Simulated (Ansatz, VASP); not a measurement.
One calculation of Si, two programs

INCAR

```
PREC     = Accurate       # precision mode
ENCUT    = 520            # plane-wave cutoff, eV
EDIFF    = 1E-8           # SCF threshold, eV
ISMEAR   = -1             # smearing method
SIGMA    = 0.08           # smearing width, eV
LREAL    = F              # projectors in reciprocal space
LASPH    = T              # aspherical terms in the spheres
NELM     = 80             # most SCF steps
ALGO     = Normal         # electronic algorithm
ISIF     = 2              # what is computed and relaxed
LWAVE    = F              # write WAVECAR
LCHARG   = F              # write CHGCAR
GGA      = CA             # functional
LEFG     = T            
NBANDS   = 11             # bands
```

The input KPOINTS:

```
regular mesh
0
Gamma
  11 11 11
```

Contents of POSCAR:

```
Si
1.0
   -0.0814641000      2.6747379500      2.6747379500
    2.6747379500     -0.0814641000      2.6747379500
    2.6747379500      2.6747379500     -0.0814641000
Si
2
Direct
    0.5000000000      0.5000000000      0.5000000000
    0.7500000000      0.7500000000      0.7500000000
```

Input for Ansatz:

```yaml
crystal:
  lattice:
    - [-0.0814641, 2.67473795, 2.67473795]
    - [2.67473795, -0.0814641, 2.67473795]
    - [2.67473795, 2.67473795, -0.0814641]
  atoms:
    - { symbol: Si, position: [0.5, 0.5, 0.5] }
    - { symbol: Si, position: [0.75, 0.75, 0.75] }
kpoints:
  mp_grid: { grid: [11, 11, 11] }
scf:
  occupations: { method: fermi_dirac, width: 0.08 }
hamiltonian:
  xc: lda
  pseudopotentials: { kind: paw }
output:
  forces: true
  stress: true
  eigenvalues: true
  efg: { contact_densities: true }
  write_density: true
  write_potential: true
  elf: true
  volumetric_format: npy
```

Change from the starting cell: equal xy, yz and zx shear strains of -3 %, PAW files.

Alike in both runs: task electric field gradients; functional LDA; k mesh 11 × 11 × 11; occupations fermi-dirac, width 0.08 eV; no spin polarisation.

```csv
,VASP,Ansatz
version,VASP 6.6.1,Ansatz 0.2.0
potentials or method,"VASP PAW LDA potentials, release 64 (Si)","PAW with Ansatz's default frozen-core files, scalar-relativistic"
plane-wave cutoff (eV),520,420
valence electrons in the cell,8,8
```

Ansatz gave:

| Quantity | Value |
| --- | --- |
| pressure (GPa) | -1.2 |
| traceless stress, the component that is largest in VASP (GPa) | 3.22 |
| rms of the force components (eV/Å) | 0.327 |
| size of Vzz on the site where it differs most (V/Å²) | 12.2 |

Estimate VASP's values.

pressure (GPa): -1.1; traceless stress, the component that is largest in VASP (GPa): 3.24; rms of the force components (eV/Å): 0.328; size of Vzz on the site where it differs most (V/Å²): 12.8.

LDA's correlation is that of Perdew and Zunger in VASP and of Perdew and Wang (1992) in Ansatz. Atom by atom the forces differ by 0.001 eV/Å (rms over components).
